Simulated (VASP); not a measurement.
# NaCl (P6_3/mmc) in VASP: single point with HSE06

Aim: the single point of NaCl with HSE06.

Program: VASP 6.6.1. These are calculated values, not measurements. Logs are shortened: lines on timing, memory, paths and dates and some standing lists are left out, and cuts for length are marked.

## (1) The cell of the first run

It takes space group P6_3/mmc (No. 194, hexagonal). Conventional cell: a = 4.721 Å, b = 4.721 Å, c = 5.569 Å, α = 90.00°, β = 90.00°, γ = 120.00°. Na (site symmetry -6m2) has 5 Cl at 2.73 to 2.78 Å within 3.6 Å. Within 3.6 Å of Cl (site symmetry -6m2) lie 5 Na at 2.73 to 2.78 Å.

## (2) Single point, HSE06

The input, POSCAR:

```
NaCl
1.0
    4.7210764991      0.0000000000      0.0000000000
   -2.3605382495      4.0885721814      0.0000000000
    0.0000000000      0.0000000000      5.5694844403
Na Cl
2 2
Direct
    0.3333333333      0.6666666667     -0.0624973265
    0.6666666667      0.3333333333      0.4375026735
    0.3333333333      0.6666666667      0.4374973265
    0.6666666667      0.3333333333      0.9374973265
```

The input, INCAR.step1:

```
PREC = Accurate
ENCUT = 520
EDIFF = 1E-5
ISMEAR = 0
SIGMA = 0.01
LREAL = False
LASPH = True
NELM = 80
ALGO = Normal
ISIF = 2
LWAVE = True
LCHARG = False
GGA = PE
NBANDS = 22
```

The input, INCAR.step2:

```
PREC = Accurate
ENCUT = 520
EDIFF = 1E-6
ISMEAR = 0
SIGMA = 0.01
LREAL = False
LASPH = True
NELM = 80
ALGO = Normal
ISIF = 2
LWAVE = False
LCHARG = False
GGA = PE
LHFCALC = True
HFSCREEN = 0.2079
PRECFOCK = Normal
ISTART = 1
NBANDS = 22
```

The input, KPOINTS:

```
regular mesh
0
Gamma
  8 8 1
```

Potentials or basis: VASP PAW PBE potentials, release 64 (Na_pv, Cl).

The run is started by

```
$ cat potpaw_PBE.64/Na_pv/POTCAR potpaw_PBE.64/Cl/POTCAR > POTCAR
$ cp INCAR.step1 INCAR
$ mpirun -np 1 vasp_std > vasp.out
$ cp INCAR.step2 INCAR
$ mpirun -np 1 vasp_std > vasp.out
```

OUTCAR:

```text
PREC = Accurate
   ENCUT = 520
   EDIFF = 1E-6
   ISMEAR = 0
   LREAL = False
   LASPH = True
   NELM = 80
   ISIF = 2
   GGA = PE
   LHFCALC = True
   HFSCREEN = 0.2079
   PRECFOCK = Normal
   ISTART = 1

 ion  position               nearest neighbor table
   1  0.333  0.667  0.938-   4 2.73   4 2.73   4 2.73
   2  0.667  0.333  0.438-   3 2.73   3 2.73   3 2.73
   3  0.333  0.667  0.437-   2 2.73   2 2.73   2 2.73
   4  0.667  0.333  0.937-   1 2.73   1 2.73   1 2.73

  LATTYP: Found a hexagonal cell.
 ALAT       =     4.7210764991
 C/A-ratio  =     1.1797064592

  Lattice vectors:

 A1 = (   4.7210764991,   0.0000000000,   0.0000000000)
 A2 = (  -2.3605382495,   4.0885721814,   0.0000000000)
 A3 = (   0.0000000000,   0.0000000000,   5.5694844403)

Analysis of symmetry for initial positions (statically):
=====================================================================
 Subroutine PRICEL returns:
 Original cell was already a primitive cell.

 Routine SETGRP: Setting up the symmetry group for a
 hexagonal supercell.

 Subroutine GETGRP returns: Found 12 space group operations
 (whereof  6 operations were pure point group operations)
 out of a pool of 24 trial point group operations.

The static configuration has the point symmetry C_3v.
 The point group associated with its full space group is C_6v.

Analysis of symmetry for dynamics (positions and initial velocities):
=====================================================================
 Subroutine PRICEL returns:
 Original cell was already a primitive cell.

 Routine SETGRP: Setting up the symmetry group for a
 hexagonal supercell.

 Subroutine GETGRP returns: Found 12 space group operations
 (whereof  6 operations were pure point group operations)
 out of a pool of 24 trial point group operations.

The dynamic configuration has the point symmetry C_3v.
 The point group associated with its full space group is C_6v.

 Subroutine INISYM returns: Found 12 space group operations
 (whereof  6 operations are pure point group operations),
 and found     1 'primitive' translations

----------------------------------------------------------------------------------------

                                     Primitive cell

  volume of cell :     107.5048

  direct lattice vectors                    reciprocal lattice vectors
     4.721076499  0.000000000  0.000000000     0.211816097  0.122292081  0.000000000
    -2.360538249  4.088572181  0.000000000     0.000000000  0.244584162  0.000000000
     0.000000000  0.000000000  5.569484440     0.000000000  0.000000000  0.179549833

  length of vectors
     4.721076499  4.721076499  5.569484440     0.244584162  0.244584162  0.179549833

  position of ions in fractional coordinates (direct lattice)
     0.333333333  0.666666667  0.937502673
     0.666666667  0.333333333  0.437502673
     0.333333333  0.666666667  0.437497327
     0.666666667  0.333333333  0.937497327

  ion indices of the primitive-cell ions
   primitive index   ion index
                 1           1
                 2           2
                 3           3
                 4           4

----------------------------------------------------------------------------------------

 KPOINTS: regular mesh

Automatic generation of k-mesh.
 Grid dimensions read from file:
 generate k-points for:    8    8    1

 Generating k-lattice:

  Cartesian coordinates                     Fractional coordinates (reciprocal lattice)
     0.026477012  0.015286510  0.000000000     0.125000000  0.000000000  0.000000000
     0.000000000  0.030573020  0.000000000     0.000000000  0.125000000  0.000000000
     0.000000000  0.000000000  0.179549833     0.000000000  0.000000000  1.000000000

  Length of vectors
     0.030573020  0.030573020  0.179549833

  Shift w.r.t. Gamma in fractional coordinates (k-lattice)
     0.000000000  0.000000000  0.000000000

 Subroutine IBZKPT returns following result:
 ===========================================

 Found     10 irreducible k-points:

 Following reciprocal coordinates:
            Coordinates               Weight
  0.000000  0.000000  0.000000      1.000000
  0.125000  0.000000  0.000000      6.000000
  0.250000  0.000000  0.000000      6.000000
  0.375000  0.000000  0.000000      6.000000
  0.500000  0.000000  0.000000      3.000000
  0.125000  0.125000  0.000000      6.000000
  0.250000  0.125000  0.000000     12.000000
  0.375000  0.125000  0.000000     12.000000
  0.250000  0.250000  0.000000      6.000000
  0.375000  0.250000  0.000000      6.000000
   k-points           NKPTS =     10   k-points in BZ     NKDIM =     64   number of bands    NBANDS=     22
   number of dos      NEDOS =    301   number of ions     NIONS =      4
   total plane-waves  NPLWV =  54432
   dimension x,y,z NGX =    36 NGY =   36 NGZ =   42
   dimension x,y,z NGXF=    72 NGYF=   72 NGZF=   84
   ions per type =               2   2
   NGX,Y,Z   is equivalent  to a cutoff of  12.68, 12.68, 12.54 a.u.
   NGXF,Y,Z  is equivalent  to a cutoff of  25.35, 25.35, 25.07 a.u.
 SYSTEM =  unknown system
   PREC   = accura    normal or accurate (medium, high low for compatibility)
   ISTART =      1    job   : 0-new  1-cont  2-samecut
   ICHARG =      0    charge: 1-file 2-atom 10-const
   ISPIN  =      1    spin polarized calculation?
   LNONCOLLINEAR =      F non collinear calculations
   LSORBIT =      F    spin-orbit coupling
   LASPH  =      T    aspherical Exc in radial PAW
   ENCUT  =  520.0 eV  38.22 Ry    6.18 a.u.   8.78  8.78 10.36*2*pi/ulx,y,z
   NELM   =     80;   NELMIN=  2; NELMDL=  0     # of ELM steps
   EDIFF  = 0.1E-05   stopping-criterion for ELM
   LREAL  =      F    real-space projection
   EDIFFG = 0.1E-04   stopping-criterion for IOM
   NSW    =      0    number of steps for IOM
   IBRION =     -1    ionic relax: 0-MD 1-quasi-New 2-CG
   NFREE  =      0    steps in history (QN), initial steepest desc. (CG)
   ISIF   =      2    stress and relaxation
   ISYM   =      3    0-nonsym 1-usesym 2-fastsym
   POTIM  = 0.5000    time-step for ionic-motion
   TEBEG  =    0.0;   TEEND  =   0.0 temperature during run
   PSTRESS=    0.0 pullay stress
   NELECT =      28.0000    total number of electrons
   NUPDOWN=      -1.0000    fix difference up-down
   EMIN   =  10.00;   EMAX   =-10.00  energy-range for DOS
   EFERMI =   0.00;   METHOD = LEGACY
   ISMEAR =     0;   SIGMA  =   0.01  broadening in eV -4-tet -1-fermi 0-gaus
   EFERMI_NEDOS =   21; number of points for ismear=-14 and -15
   IALGO  =     38    algorithm
   IMIX   =      1    mixing-type and parameters
     AMIX     =   0.40;   BMIX     =  1.00
     AMIX_MAG =   1.60;   BMIX_MAG =  1.00
  volume/ion in A,a.u.               =      26.88       181.37
  Fermi-wavevector in a.u.,A,eV,Ry     =   1.045486  1.975682 14.871729  1.093041
  Thomas-Fermi vector in A             =   2.180284
   LORBIT       =      0    0 simple, 1 ext, 2 COOP (PROOUT), +10 PAW based schemes
   GGA     = PE    functional components
   LHFCALC =     T    Hartree Fock is set to
   PRECFOCK=normal    Normal, Fast or Accurate (Low or Medium for compatibility)
   ENCUT4O =  -1.0   cutoff for four orbital integrals eV
   NKREDX  =     1    reduce k-point grid by
   NKREDY  =     1    reduce k-point grid by
   NKREDZ  =     1    reduce k-point grid by
   AEXX    =    0.2500 exact exchange contribution
   HFSCREEN=    0.2079 screening length (either q_TF or 0.3 A-1)
   HFSCREENC=   0.2079 screening length for correlation (either q_TF or 0.3 A-1)
   ENCUTFOCK=  -1.0 apply spherical cutoff to Coloumb kernel
   IVDW    =     0    specifies the selected vdW correction
   LEPSILON=     F    determine dielectric tensor
   LRPA    =     F    only Hartree local field effects (RPA)
 non-spin polarized calculation
 Gauss-broadening in eV      SIGMA  =   0.01
  energy-cutoff  :      520.00
  volume of cell :      107.50
 maximum number of plane-waves:      2955
 NGX is ok and might be reduce to    36
  NGX = 28; NGY = 28; NGZ = 32

 number of electron      28.0000020 magnetization

 Free energy of the ion-electron system (eV)
  ---------------------------------------------------
  ext. energy  EPLUGINS =         0.00000000
  ---------------------------------------------------
  free energy    TOTEN  =       -15.52120492 eV

  energy without entropy =      -15.52120492  energy(sigma->0) =      -15.52120492

 E-fermi :  -2.6207     XC(G=0):  -6.0384

 val. band max:       -2.6875921939   @ k =   0.0000   0.0000   0.0000
 cond. band min:       3.4589187371   @ k =   0.0000   0.0000   0.0000
 fundamental gap:      6.1465109310
 Fermi energy:        -2.6207230965

 k-point     1 :       0.0000    0.0000    0.0000
  band No.  band energies     occupation
      1     -25.5723      2.00000
      2     -25.5585      2.00000
      3     -25.5585      2.00000
      4     -25.5538      2.00000
      5     -25.5514      2.00000
      6     -25.5514      2.00000
[... 14 lines left out ...]
     21       9.7572      0.00000
     22      10.0884      0.00000

 k-point     2 :       0.1250    0.0000    0.0000
  band No.  band energies     occupation
      1     -25.5716      2.00000
      2     -25.5593      2.00000
      3     -25.5589      2.00000
      4     -25.5544      2.00000
      5     -25.5526      2.00000
      6     -25.5514      2.00000
[... 14 lines left out ...]
     21       9.7635      0.00000
     22       9.8116      0.00000

 k-point     3 :       0.2500    0.0000    0.0000
  band No.  band energies     occupation
      1     -25.5697      2.00000
      2     -25.5613      2.00000
      3     -25.5597      2.00000
      4     -25.5560      2.00000
      5     -25.5554      2.00000
      6     -25.5514      2.00000
[... 14 lines left out ...]
     21       9.3431      0.00000
     22      10.0867      0.00000

 k-point     4 :       0.3750    0.0000    0.0000
  band No.  band energies     occupation
      1     -25.5673      2.00000
      2     -25.5633      2.00000
      3     -25.5604      2.00000
      4     -25.5583      2.00000
      5     -25.5582      2.00000
      6     -25.5515      2.00000
[... 14 lines left out ...]
     21      10.2509      0.00000
     22      10.4052      0.00000

 k-point     5 :       0.5000    0.0000    0.0000
  band No.  band energies     occupation
      1     -25.5658      2.00000
      2     -25.5641      2.00000
      3     -25.5607      2.00000
      4     -25.5597      2.00000
      5     -25.5595      2.00000
      6     -25.5515      2.00000
[... 14 lines left out ...]
     21      10.5542      0.00000
     22      10.9022      0.00000

 k-point     6 :       0.1250    0.1250    0.0000
  band No.  band energies     occupation
      1     -25.5703      2.00000
      2     -25.5606      2.00000
      3     -25.5596      2.00000
      4     -25.5555      2.00000
      5     -25.5545      2.00000
      6     -25.5515      2.00000
[... 14 lines left out ...]
     21       9.3851      0.00000
     22       9.8661      0.00000

 k-point     7 :       0.2500    0.1250    0.0000
  band No.  band energies     occupation
      1     -25.5681      2.00000
      2     -25.5623      2.00000
      3     -25.5606      2.00000
      4     -25.5575      2.00000
      5     -25.5573      2.00000
      6     -25.5516      2.00000
[... 14 lines left out ...]
     21       9.9889      0.00000
     22      10.1177      0.00000

 k-point     8 :       0.3750    0.1250    0.0000
  band No.  band energies     occupation
      1     -25.5658      2.00000
      2     -25.5635      2.00000
      3     -25.5611      2.00000
      4     -25.5596      2.00000
      5     -25.5595      2.00000
      6     -25.5517      2.00000
[... 14 lines left out ...]
     21      10.3640      0.00000
     22      10.5449      0.00000

 k-point     9 :       0.2500    0.2500    0.0000
  band No.  band energies     occupation
      1     -25.5658      2.00000
      2     -25.5625      2.00000
      3     -25.5620      2.00000
      4     -25.5596      2.00000
      5     -25.5594      2.00000
      6     -25.5518      2.00000
[... 14 lines left out ...]
     21      10.0564      0.00000
     22      10.5272      0.00000

 k-point    10 :       0.3750    0.2500    0.0000
  band No.  band energies     occupation
      1     -25.5640      2.00000
      2     -25.5628      2.00000
      3     -25.5618      2.00000
      4     -25.5614      2.00000
      5     -25.5608      2.00000
      6     -25.5520      2.00000
[... 14 lines left out ...]
     21      10.0427      0.00000
     22      10.0553      0.00000

------------------------ aborting loop because EDIFF is reached ----------------------------------------

  FORCE on cell =-STRESS in cart. coord.  units (eV):
  Direction    XX          YY          ZZ          XY          YZ          ZX
  --------------------------------------------------------------------------------------
  -------------------------------------------------------------------------------------
  Total       -0.0039574     -0.0039574      1.8706610     -0.0000000      0.0000000      0.0000000
  in kB       -0.0589779     -0.0589779     27.8790494     -0.0000000      0.0000000      0.0000000
  external PRESSURE =       9.2536979 kB  Pullay stress =       0.0000000 kB

 VOLUME and BASIS-vectors are now :
 -----------------------------------------------------------------------------
  energy-cutoff  :      520.00
  volume of cell :      107.50
      direct lattice vectors                 reciprocal lattice vectors
     4.721076499  0.000000000  0.000000000     0.211816097  0.122292081  0.000000000
    -2.360538249  4.088572181  0.000000000     0.000000000  0.244584162  0.000000000
     0.000000000  0.000000000  5.569484440     0.000000000  0.000000000  0.179549833

 POSITION                                       TOTAL-FORCE (eV/Angst)
 -----------------------------------------------------------------------------------
     -0.00000      2.72571      5.22141        -0.000000      0.000000      0.000064
      2.36054      1.36286      2.43666         0.000000      0.000000      0.000064
     -0.00000      2.72571      2.43663         0.000000     -0.000000     -0.000064
      2.36054      1.36286      5.22138         0.000000      0.000000     -0.000064
 -----------------------------------------------------------------------------------
    total drift:                               -0.000000     -0.000000      0.000789

  FREE ENERGIE OF THE ION-ELECTRON SYSTEM (eV)
  ---------------------------------------------------
  free  energy   TOTEN  =       -15.5212049204 eV

  energy  without entropy=      -15.5212049204  energy(sigma->0) =      -15.52120492
```

It took 44 min on 1 thread of Intel Xeon 8259CL, shared host; peak memory 0.31 GiB.

What came out:

```
Free energy            : -15.5212 eV
Pressure               : 0.9 GPa
Band gap on the k mesh : 6.15 eV
```

Caveat: the k points lie up to 1.13 Å⁻¹ apart; the structure was generated, so it needn't be the stable form of NaCl; the PAW data sets were made with another functional, which shifts forces and pressure a little.
